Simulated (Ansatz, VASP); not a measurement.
# P: VASP beside Ansatz

```
P
1.0
     3.38700    0.00000    0.00000
    -1.69350    2.93323    0.00000
     0.00000    0.00000   28.00000
P
2
Direct
  0.33333 0.66667 0.52382
  0.66667 0.33333 0.47618
```

Alike in both runs: task single point; functional PBE; dispersion D3(BJ); k mesh 9 × 9 × 1; occupations gaussian, width 0.02 eV; no spin polarisation.

|  | VASP | Ansatz |
| --- | --- | --- |
| version | VASP 6.6.1 | Ansatz 0.2.0 |
| potentials or method | VASP PAW PBE potentials, release 64 (P), cutoff 520 eV | scalar-relativistic, plane waves, PAW |
| valence electrons in the cell | 10 | 10 |

|  | VASP | Ansatz | Ansatz less VASP |
| --- | --- | --- | --- |
| gap on the k mesh at the Fermi level (eV) | 1.81 | 1.81 | -0.002 |
| least direct gap on the mesh (eV) | 2.39 | 2.36 | -0.033 |
| rms of the force components (eV/Å) | 0.983 | 0.945 | -0.0376 |

Atom by atom the forces differ by 0.038 eV/Å (rms over components).
